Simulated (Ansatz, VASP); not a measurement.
CuSi3B: VASP beside Ansatz

```
CELL_PARAMETERS angstrom
3.11869 0.00000 0.00000
0.00000 3.11869 0.00000
0.00000 0.00000 6.67577
ATOMIC_POSITIONS crystal
Si 0.50000 0.50000 0.70191
Si 0.50000 0.50000 0.29809
Si 0.00000 0.00000 0.50000
Cu 0.00000 0.00000 0.00000
B 0.50000 0.50000 0.00000
```

Alike in both runs: functional PBE; k mesh 12 × 12 × 6; occupations gaussian, width 0.1 eV; no spin polarisation.

Ansatz relaxed the structure, and its values are those at the end. VASP's run is a single point on that final structure, the one shown.

|  | VASP | Ansatz |
| --- | --- | --- |
| version | VASP 6.6.1 | Ansatz 0.2.0 |
| potentials or method | VASP PAW PBE potentials, release 64 (Si, Cu, B), cutoff 520 eV | scalar-relativistic, plane waves, PAW |
| valence electrons in the cell | 26 | 34 |

Ansatz gave:

```
gap on the k mesh at the Fermi level (eV) : none
pressure (GPa)                            : 0.0
```

Problem. Estimate VASP's values.

Solution. gap on the k mesh at the Fermi level (eV): none; pressure (GPa): 0.1.

A gap of «none» marks a metal or a gap that the smearing closes. VASP's potentials hold 26 valence electrons a cell and Ansatz's 34, so a difference there can come from the potentials and not from the codes.
